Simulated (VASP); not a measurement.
# BaTe (Fm-3m) in VASP: a series of runs

BaTe is run at these levels: r2SCAN; tasks: single point.

Everything below comes from runs of VASP 6.6.1. Logs are shortened: lines on timing, memory, paths and dates and some standing lists are left out, and cuts for length are marked.

## (1) The cell of the first run

Symmetry: Fm-3m, No. 225, cubic system. The conventional cell has a = 6.876 Å, b = 6.876 Å, c = 6.876 Å, α = 90.00°, β = 90.00°, γ = 90.00°. Within 4.5 Å of Ba (site symmetry m-3m) lie 6 Te at 3.44 Å. Within 4.5 Å of Te (site symmetry m-3m) lie 6 Ba at 3.44 Å.

## (2) Single point, r2SCAN

POSCAR reads:

```
BaTe
1.0
    0.0000000000      3.4378452458      3.4378452458
    3.4378452458      0.0000000000      3.4378452458
    3.4378452458      3.4378452458      0.0000000000
Ba Te
1 1
Direct
    0.0000000000      0.0000000000      0.0000000000
    0.5000000000      0.5000000000      0.5000000000
```

INCAR.step1 reads:

```
SYSTEM = BaTe
PREC = Accurate
ENCUT = 520
ISMEAR = 0
SIGMA = 0.02
LREAL = .FALSE.
LASPH = .TRUE.
NELM = 100
NBANDS = 15
GGA = PE
ALGO = Normal
EDIFF = 1E-4
LWAVE = .TRUE.
LCHARG = .FALSE.
```

INCAR.step2 reads:

```
SYSTEM = BaTe
PREC = Accurate
ENCUT = 520
EDIFF = 1E-6
ISMEAR = 0
SIGMA = 0.02
LREAL = .FALSE.
LASPH = .TRUE.
NELM = 100
ALGO = Normal
ISIF = 2
LWAVE = .FALSE.
LCHARG = .FALSE.
METAGGA = R2SCAN
LMIXTAU = .TRUE.
NBANDS = 15
ISTART = 1
```

KPOINTS reads:

```
Automatic mesh
0
G
  8 8 8
  0 0 0
```

Potentials or basis: VASP PAW PBE potentials, release 64 (Ba_sv, Te).

The run is started by

```
> cat potpaw_PBE.64/Ba_sv/POTCAR potpaw_PBE.64/Te/POTCAR > POTCAR
> cp INCAR.step1 INCAR
> mpirun -np 1 vasp_std > vasp.out
> cp INCAR.step2 INCAR
> mpirun -np 1 vasp_std > vasp.out
```

OUTCAR:

```text
SYSTEM = BaTe
   PREC = Accurate
   ENCUT = 520
   EDIFF = 1E-6
   ISMEAR = 0
   LREAL = .FALSE.
   LASPH = .TRUE.
   NELM = 100
   ISIF = 2
   METAGGA = R2SCAN
   ISTART = 1

 ion  position               nearest neighbor table
   1  0.000  0.000  0.000-   2 3.44   2 3.44   2 3.44   2 3.44   2 3.44   2 3.44
   2  0.500  0.500  0.500-   1 3.44   1 3.44   1 3.44   1 3.44   1 3.44   1 3.44

  LATTYP: Found a face centered cubic cell.
 ALAT       =     6.8756904916

  Lattice vectors:

 A1 = (   0.0000000000,   3.4378452458,   3.4378452458)
 A2 = (   3.4378452458,   0.0000000000,   3.4378452458)
 A3 = (   3.4378452458,   3.4378452458,   0.0000000000)

Analysis of symmetry for initial positions (statically):
=====================================================================
 Subroutine PRICEL returns:
 Original cell was already a primitive cell.

 Routine SETGRP: Setting up the symmetry group for a
 face centered cubic supercell.

 Subroutine GETGRP returns: Found 48 space group operations
 (whereof 48 operations were pure point group operations)
 out of a pool of 48 trial point group operations.

The static configuration has the point symmetry O_h .

Analysis of symmetry for dynamics (positions and initial velocities):
=====================================================================
 Subroutine PRICEL returns:
 Original cell was already a primitive cell.

 Routine SETGRP: Setting up the symmetry group for a
 face centered cubic supercell.

 Subroutine GETGRP returns: Found 48 space group operations
 (whereof 48 operations were pure point group operations)
 out of a pool of 48 trial point group operations.

The dynamic configuration has the point symmetry O_h .

 Subroutine INISYM returns: Found 48 space group operations
 (whereof 48 operations are pure point group operations),
 and found     1 'primitive' translations

----------------------------------------------------------------------------------------

                                     Primitive cell

  volume of cell :      81.2623

  direct lattice vectors                    reciprocal lattice vectors
     0.000000000  3.437845246  3.437845246    -0.145439938  0.145439938  0.145439938
     3.437845246  0.000000000  3.437845246     0.145439938 -0.145439938  0.145439938
     3.437845246  3.437845246  0.000000000     0.145439938  0.145439938 -0.145439938

  length of vectors
     4.861847372  4.861847372  4.861847372     0.251909362  0.251909362  0.251909362

  position of ions in fractional coordinates (direct lattice)
     0.000000000  0.000000000  0.000000000
     0.500000000  0.500000000  0.500000000

  ion indices of the primitive-cell ions
   primitive index   ion index
                 1           1
                 2           2

----------------------------------------------------------------------------------------

 KPOINTS: Automatic mesh

Automatic generation of k-mesh.
 Grid dimensions read from file:
 generate k-points for:    8    8    8

 Generating k-lattice:

  Cartesian coordinates                     Fractional coordinates (reciprocal lattice)
    -0.018179992  0.018179992  0.018179992     0.125000000  0.000000000  0.000000000
     0.018179992 -0.018179992  0.018179992     0.000000000  0.125000000  0.000000000
     0.018179992  0.018179992 -0.018179992     0.000000000  0.000000000  0.125000000

  Length of vectors
     0.031488670  0.031488670  0.031488670

  Shift w.r.t. Gamma in fractional coordinates (k-lattice)
     0.000000000  0.000000000  0.000000000

 Subroutine IBZKPT returns following result:
 ===========================================

 Found     29 irreducible k-points:

 Following reciprocal coordinates:
            Coordinates               Weight
  0.000000  0.000000  0.000000      1.000000
  0.125000  0.000000  0.000000      8.000000
  0.250000  0.000000  0.000000      8.000000
  0.375000  0.000000  0.000000      8.000000
  0.500000  0.000000  0.000000      4.000000
  0.125000  0.125000  0.000000      6.000000
[... 16 lines left out ...]
[... 51 lines left out ...]
     12       6.8843      0.00000
     13       6.9547      0.00000
     14       6.9547      0.00000
     15      10.4817      0.00000

 k-point     3 :       0.2500    0.0000    0.0000
  band No.  band energies     occupation
      1     -25.2423      2.00000
      2     -10.3116      2.00000
      3     -10.0011      2.00000
      4     -10.0011      2.00000
      5      -7.0288      2.00000
      6       1.0016      2.00000
      7       1.6837      2.00000
      8       1.6837      2.00000
      9       5.9831      0.00000
     10       6.5158      0.00000
     11       6.5158      0.00000
     12       8.1535      0.00000
     13       8.1651      0.00000
     14       8.1651      0.00000
     15      11.4961      0.00000

 k-point     4 :       0.3750    0.0000    0.0000
  band No.  band energies     occupation
      1     -25.2355      2.00000
      2     -10.4919      2.00000
      3     -10.0048      2.00000
      4     -10.0048      2.00000
      5      -6.7059      2.00000
      6       0.3034      2.00000
      7       1.3130      2.00000
      8       1.3130      2.00000
      9       6.5099      0.00000
     10       7.3522      0.00000
     11       7.3522      0.00000
     12       8.5015      0.00000
     13       9.6033      0.00000
     14       9.6033      0.00000
     15      11.2549      0.00000
[... 307 lines left out ...]
 k-point    22 :       0.3750    0.2500    0.1250
  band No.  band energies     occupation
      1     -25.2373      2.00000
      2     -10.3244      2.00000
      3     -10.0677      2.00000
      4     -10.0153      2.00000
      5      -6.9782      2.00000
      6       0.6939      2.00000
      7       1.5804      2.00000
      8       1.8915      2.00000
      9       5.3985      0.00000
     10       7.0796      0.00000
     11       7.3102      0.00000
     12       7.6274      0.00000
     13       8.3298      0.00000
     14      10.0598      0.00000
     15      11.6110      0.00000

 k-point    23 :       0.5000    0.2500    0.1250
  band No.  band energies     occupation
      1     -25.2318      2.00000
      2     -10.4034      2.00000
      3     -10.0928      2.00000
      4     -10.0300      2.00000
      5      -6.8470      2.00000
      6       0.5395      2.00000
      7       1.3132      2.00000
      8       1.5810      2.00000
      9       5.8901      0.00000
     10       7.6051      0.00000
     11       7.8979      0.00000
     12       8.1116      0.00000
     13       8.7832      0.00000
     14      10.6466      0.00000
     15      10.8911      0.00000

 k-point    24 :      -0.3750    0.2500    0.1250
  band No.  band energies     occupation
      1     -25.2296      2.00000
      2     -10.4360      2.00000
      3     -10.0952      2.00000
      4     -10.0426      2.00000
      5      -6.7948      2.00000
      6       0.4964      2.00000
      7       1.3193      2.00000
      8       1.3287      2.00000
      9       6.5879      0.00000
     10       6.8886      0.00000
     11       8.2989      0.00000
     12       8.6792      0.00000
     13       9.2177      0.00000
     14      10.0255      0.00000
     15      11.3053      0.00000

 [... further k-points ...]
[... 5 lines left out ...]
  --------------------------------------------------------------------------------------
  -------------------------------------------------------------------------------------
  Total        1.7094947      1.7094947      1.7094947      0.0000000      0.0000000     -0.0000000
  in kB       33.7046153     33.7046153     33.7046153      0.0000000      0.0000000     -0.0000000
  external PRESSURE =      33.7046153 kB  Pullay stress =       0.0000000 kB

 VOLUME and BASIS-vectors are now :
 -----------------------------------------------------------------------------
  energy-cutoff  :      520.00
  volume of cell :       81.26
      direct lattice vectors                 reciprocal lattice vectors
     0.000000000  3.437845246  3.437845246    -0.145439938  0.145439938  0.145439938
     3.437845246  0.000000000  3.437845246     0.145439938 -0.145439938  0.145439938
     3.437845246  3.437845246  0.000000000     0.145439938  0.145439938 -0.145439938

 POSITION                                       TOTAL-FORCE (eV/Angst)
 -----------------------------------------------------------------------------------
      0.00000      0.00000      0.00000        -0.000000      0.000000     -0.000000
      3.43785      3.43785      3.43785         0.000000      0.000000      0.000000
 -----------------------------------------------------------------------------------
    total drift:                                0.000000      0.000000      0.000000

  FREE ENERGIE OF THE ION-ELECTRON SYSTEM (eV)
  ---------------------------------------------------
  free  energy   TOTEN  =       -55.9543984737 eV

  energy  without entropy=      -55.9543984737  energy(sigma->0) =      -55.95439847
```

Run time: 56 s. Hardware: 1 thread of Intel Xeon 6975P-C (Granite Rapids), shared host; peak memory 0.23 GiB.

Results:

- Free energy: -55.9544 eV
- Pressure: 3.4 GPa
- Band gap on the k mesh: 1.75 eV, indirect (least direct gap 2.13 eV)

Caveat: the PAW data sets were made with another functional, which shifts forces and pressure a little; spin-orbit coupling is left out, which moves the levels of the heavy elements.

## (3) Single point, r2SCAN

POSCAR is that of step 2.

INCAR.step1 reads:

```
ALGO     = Normal         # electronic algorithm
EDIFF    = 1E-4           # SCF threshold, eV
ENCUT    = 520            # plane-wave cutoff, eV
GGA      = PE             # functional
ISMEAR   = 0              # smearing method
LASPH    = True           # aspherical terms in the spheres
LCHARG   = False          # write CHGCAR
LREAL    = False          # projectors in reciprocal space
LWAVE    = True           # write WAVECAR
NBANDS   = 15             # bands
NELM     = 60             # most SCF steps
PREC     = Accurate       # precision mode
SIGMA    = 0.02           # smearing width, eV
```

INCAR.step2 reads:

```
ALGO     = Normal         # electronic algorithm
EDIFF    = 1E-7           # SCF threshold, eV
ENCUT    = 520            # plane-wave cutoff, eV
ISIF     = 2              # what is computed and relaxed
ISMEAR   = 0              # smearing method
ISTART   = 1            
LASPH    = True           # aspherical terms in the spheres
LCHARG   = False          # write CHGCAR
LMIXTAU  = True         
LREAL    = False          # projectors in reciprocal space
LWAVE    = False          # write WAVECAR
METAGGA  = R2SCAN         # meta-GGA
NBANDS   = 15             # bands
NELM     = 60             # most SCF steps
PREC     = Accurate       # precision mode
SIGMA    = 0.02           # smearing width, eV
```

KPOINTS reads:

```
k-points
0
Gamma
  8 8 8
```

Potentials or basis: VASP PAW PBE potentials, release 64 (Ba_sv, Te).

The run is started by

```
> cat potpaw_PBE.64/Ba_sv/POTCAR potpaw_PBE.64/Te/POTCAR > POTCAR
> cp INCAR.step1 INCAR
> mpirun -np 1 vasp_std > vasp.out
> cp INCAR.step2 INCAR
> mpirun -np 1 vasp_std > vasp.out
```

Run time: 62 s. Hardware: 1 thread of Intel Xeon 6975P-C (Granite Rapids), shared host; peak memory 0.23 GiB.

It converged, with:

| Property | Result |
| --- | --- |
| Free energy | -55.9544 eV |
| Pressure | 3.4 GPa |
| Band gap on the k mesh | 1.75 eV, indirect (least direct gap 2.13 eV) |

Levels at points of the mesh, in eV from the valence-band top:
| k point | band 5 | band 6 | band 7 | band 8 | band 9 | band 10 | band 11 | band 12 |
| --- | --- | --- | --- | --- | --- | --- | --- | --- |
| (0.00, 0.00, 0.00) | -9.94 | 0.00 | 0.00 | 0.00 | 3.30 | 3.30 | 3.30 | 3.83 |
| (0.50, 0.00, 0.00) | -8.99 | -2.37 | -1.24 | -1.24 | 4.73 | 5.40 | 5.53 | 5.53 |
| (0.50, 0.50, 0.00) | -9.71 | -1.16 | -0.39 | -0.39 | 1.75 | 5.03 | 5.62 | 6.46 |

Caveat: the PAW data sets were made with another functional, which shifts forces and pressure a little; spin-orbit coupling is left out, which moves the levels of the heavy elements. A k mesh can miss the band edges.

## (4) Single point, r2SCAN

This run uses another cell than the first one, of 44.05 Å³/atom, 1.084 times its volume.

POSCAR reads:

```
BaTe
1.0
    0.0000000000      3.5317895309      3.5317895309
    3.5317895309      0.0000000000      3.5317895309
    3.5317895309      3.5317895309      0.0000000000
Ba Te
1 1
Direct
    0.0000000000      0.0000000000      0.0000000000
    0.5000000000      0.5000000000      0.5000000000
```

INCAR.step1 reads:

```
SYSTEM = BaTe
ALGO = Normal
EDIFF = 1E-4
ENCUT = 520
GGA = PE
ISMEAR = 0
LASPH = .True.
LCHARG = .False.
LREAL = .False.
LWAVE = .True.
NBANDS = 15
NELM = 60
PREC = Accurate
SIGMA = 0.02
```

INCAR.step2 reads:

```
SYSTEM = BaTe
ALGO = Normal
EDIFF = 1E-7
ENCUT = 520
ISIF = 2
ISMEAR = 0
ISTART = 1
LASPH = .True.
LCHARG = .False.
LMIXTAU = .True.
LREAL = .False.
LWAVE = .False.
METAGGA = R2SCAN
NBANDS = 15
NELM = 60
PREC = Accurate
SIGMA = 0.02
```

KPOINTS reads:

```
k-points
0
Gamma
  8 8 8
  0 0 0
```

The run is started by

```
> cat potpaw_PBE.64/Ba_sv/POTCAR potpaw_PBE.64/Te/POTCAR > POTCAR
> cp INCAR.step1 INCAR
> mpirun -np 1 vasp_std > vasp.out
> cp INCAR.step2 INCAR
> mpirun -np 1 vasp_std > vasp.out
```

It took 78 s on 1 thread of Intel Xeon 6975P-C (Granite Rapids), shared host; peak memory 0.27 GiB.

The run converged. Its results:

```yaml
Free_energy: -56.0286 eV
Pressure: 0.3 GPa
Band_gap_on_the_k_mesh: 1.93 eV, indirect (least direct gap 2.32 eV)
```

Levels at points of the mesh, in eV from the valence-band top:
```tsv
k point	band 5	band 6	band 7	band 8	band 9	band 10	band 11	band 12
(0.00, 0.00, 0.00)	-9.75	0.00	0.00	0.00	3.36	3.36	3.36	3.47
(0.50, 0.00, 0.00)	-9.05	-2.15	-1.07	-1.07	4.60	5.19	5.35	5.35
(0.50, 0.50, 0.00)	-9.55	-1.14	-0.39	-0.39	1.93	4.90	5.23	6.10
```

Caveat: the PAW data sets were made with another functional, which shifts forces and pressure a little; spin-orbit coupling is left out, which moves the levels of the heavy elements. A k mesh can miss the band edges.

## (5) Single point, r2SCAN

This run uses another cell than the first one, of 50.14 Å³/atom, 1.234 times its volume.

POSCAR reads:

```
BaTe
1.0
    0.0000000000      3.6873675059      3.6873675059
    3.6873675059      0.0000000000      3.6873675059
    3.6873675059      3.6873675059      0.0000000000
Ba Te
1 1
Direct
    0.0000000000      0.0000000000      0.0000000000
    0.5000000000      0.5000000000      0.5000000000
```

INCAR.step1 reads:

```
PREC = Accurate
ENCUT = 520
ISMEAR = 0
SIGMA = 0.02
LREAL = False
LASPH = True
NELM = 60
NBANDS = 15
GGA = PE
ALGO = Normal
EDIFF = 1E-4
LWAVE = True
LCHARG = False
```

INCAR.step2 reads:

```
PREC = Accurate
ENCUT = 520
EDIFF = 1E-6
ISMEAR = 0
SIGMA = 0.02
LREAL = False
LASPH = True
NELM = 60
ALGO = Normal
ISIF = 2
LWAVE = False
LCHARG = False
METAGGA = R2SCAN
LMIXTAU = True
NBANDS = 15
ISTART = 1
```

KPOINTS reads:

```
Automatic mesh
0
Gamma
  8 8 8
```

The run is started by

```
> cat potpaw_PBE.64/Ba_sv/POTCAR potpaw_PBE.64/Te/POTCAR > POTCAR
> cp INCAR.step1 INCAR
> mpirun -np 1 vasp_std > vasp.out
> cp INCAR.step2 INCAR
> mpirun -np 1 vasp_std > vasp.out
```

Run time: 81 s. Hardware: 1 thread of Intel Xeon 6975P-C (Granite Rapids), shared host; peak memory 0.28 GiB.

The run converged. Its results:

```
Free energy            : -55.9202 eV
Pressure               : -2.8 GPa
Band gap on the k mesh : 2.15 eV, indirect (least direct gap 2.52 eV)
```

Levels at points of the mesh, in eV from the valence-band top:
```csv
k point,band 6,band 7,band 8,band 9,band 10,band 11
"(0.00, 0.00, 0.00)",0.00,0.00,0.00,2.96,3.38,3.38
"(0.50, 0.00, 0.00)",-1.83,-0.84,-0.84,4.39,4.85,5.03
"(0.50, 0.50, 0.00)",-1.07,-0.37,-0.37,2.15,4.66,4.67
```

Caveat: the PAW data sets were made with another functional, which shifts forces and pressure a little; spin-orbit coupling is left out, which moves the levels of the heavy elements. r2SCAN opens gaps a little over a GGA but as a rule still falls short of measured ones.

## (6) Single point, r2SCAN

This run uses another cell than the first one, of 44.05 Å³/atom, 1.084 times its volume.

POSCAR reads:

```
BaTe
1.0
    0.0000000000      3.5317895309      3.5317895309
    3.5317895309      0.0000000000      3.5317895309
    3.5317895309      3.5317895309      0.0000000000
Ba Te
1 1
Direct
    0.0000000000      0.0000000000      0.0000000000
    0.5000000000      0.5000000000      0.5000000000
```

INCAR.step1 reads:

```
SYSTEM = BaTe
ALGO = Normal ; EDIFF = 1E-4
ENCUT = 520 ; GGA = PE
ISMEAR = 0 ; LASPH = .TRUE.
LCHARG = .FALSE. ; LREAL = .FALSE.
LWAVE = .TRUE. ; NBANDS = 15
NELM = 100 ; PREC = Accurate
SIGMA = 0.02
```

INCAR.step2 reads:

```
SYSTEM = BaTe
ALGO = Normal ; EDIFF = 1E-6
ENCUT = 520 ; ISIF = 2
ISMEAR = 0 ; ISTART = 1
LASPH = .TRUE. ; LCHARG = .TRUE.
LELF = .TRUE. ; LMIXTAU = .TRUE.
LREAL = .FALSE. ; LVHAR = .TRUE.
LWAVE = .FALSE. ; METAGGA = R2SCAN
NBANDS = 15 ; NELM = 100
PREC = Accurate ; SIGMA = 0.02
```

KPOINTS reads:

```
k-points
0
G
  8 8 8
  0 0 0
```

Potentials or basis: VASP PAW PBE potentials, release 64 (Ba_sv, Te).

The run is started by

```
> cat potpaw_PBE.64/Ba_sv/POTCAR potpaw_PBE.64/Te/POTCAR > POTCAR
> cp INCAR.step1 INCAR
> mpirun -np 1 vasp_std > vasp.out
> cp INCAR.step2 INCAR
> mpirun -np 1 vasp_std > vasp.out
```

Run time: 2.7 min. Hardware: 1 thread of AMD EPYC 7R13 (Zen 3), shared host; peak memory 0.24 GiB.

Results (log left out):

| Item | Value |
| --- | --- |
| Free energy | -56.0286 eV |
| Pressure | 0.3 GPa |
| Band gap on the k mesh | 1.93 eV, indirect (least direct gap 2.32 eV) |

Levels at points of the mesh, in eV from the valence-band top:
```
           k point  band 5  band 6  band 7  band 8  band 9  band 10  band 11  band 12
(0.00, 0.00, 0.00)   -9.75    0.00    0.00    0.00    3.36     3.36     3.36     3.47
(0.50, 0.00, 0.00)   -9.05   -2.15   -1.07   -1.07    4.60     5.19     5.35     5.35
(0.50, 0.50, 0.00)   -9.55   -1.14   -0.39   -0.39    1.93     4.90     5.23     6.10
```

Caveat: the PAW data sets were made with another functional, which shifts forces and pressure a little; spin-orbit coupling is left out, which moves the levels of the heavy elements. r2SCAN opens gaps a little over a GGA but as a rule still falls short of measured ones.

## (7) Overview

```csv
cell,gap on the mesh (eV),pressure (GPa)
"a = 4.862 Å, angles 60.0°, 2 atoms",1.75,3.4
"a = 4.995 Å, angles 60.0°, 2 atoms",1.93,0.3
"a = 5.215 Å, angles 60.0°, 2 atoms",2.15,-2.8
```

Alike in all rows: task single point; level r2SCAN; potentials or basis VASP PAW PBE potentials, release 64 (Ba_sv, Te); no spin polarisation; k mesh 8 × 8 × 8; cutoff (eV) 520; smearing gaussian 0.02 eV.

Caveats: the PAW data sets were made with another functional, which shifts forces and pressure a little; spin-orbit coupling is left out, which moves the levels of the heavy elements.

Absolute energies hang on the potentials; compare differences alone.
